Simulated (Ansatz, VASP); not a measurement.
# Pt: VASP beside Ansatz

```
Pt
1.0
     2.75319    0.00000    0.00000
     0.00000    2.75319    0.00000
     0.00000    0.00000   26.68081
Pt
7
Direct
  0.50000 0.50000 0.28335
  0.00000 0.00000 0.35424
  0.50000 0.50000 0.42703
  0.00000 0.00000 0.50000
  0.50000 0.50000 0.57297
  0.00000 0.00000 0.64576
  0.50000 0.50000 0.71665
```

Alike in both runs: functional LDA; k mesh 13 × 13 × 1; occupations gaussian, width 0.1 eV; no spin polarisation.

Ansatz relaxed the structure, and its values are those at the end. VASP's run is a single point on that final structure, the one shown.

```csv
,VASP,Ansatz
version,VASP 6.6.1,Ansatz 0.2.0
potentials or method,"VASP PAW LDA potentials, release 64 (Pt), cutoff 400 eV","scalar-relativistic, plane waves, PAW"
valence electrons in the cell,70,126
```

```csv
,VASP,Ansatz,Ansatz less VASP
gap on the k mesh at the Fermi level (eV),none,none,-
rms of the force components (eV/Å),0.015,0.002,-0.0125
```

LDA's correlation is that of Perdew and Zunger in VASP and of Perdew and Wang (1992) in Ansatz. A gap of «none» marks a metal or a gap that the smearing closes. VASP's potentials hold 70 valence electrons a cell and Ansatz's 126, so a difference there can come from the potentials and not from the codes. Ansatz's warnings: xc potential rough in thin density.

Neither program's run includes spin-orbit coupling.
